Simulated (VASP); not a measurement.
Runs of VASP 6.6.1 on Co. The structure is cubic, space group Fm-3m (No. 225). Conventional cell: a = 3.583 Å, b = 3.583 Å, c = 3.583 Å, α = 90.00°, β = 90.00°, γ = 90.00°. Within 3.3 Å of Co (site symmetry m-3m) lie 12 Co at 2.53 Å. 

```csv
fixed moment (μB),pressure (GPa),moment (μB)
2.28,-3.4,2.28
0.46,-27.8,0.46
3.65,54.4,3.65
3.2,(b),3.20
-,(a),1.82
```

Alike in all rows: task single point; level r2SCAN; potentials or basis VASP PAW PBE potentials, release 64 (Co); spin collinear, ferromagnetic start; cell as given; k mesh 14 × 14 × 14; cutoff (eV) 520; smearing gaussian 0.1 eV.

Fill in the values left out.

(a) -11.3; (b) 30.3.

Caveats: the PAW data sets were made with another functional, which shifts forces and pressure a little; the total moment is fixed, so each spin has its own Fermi level (some runs).
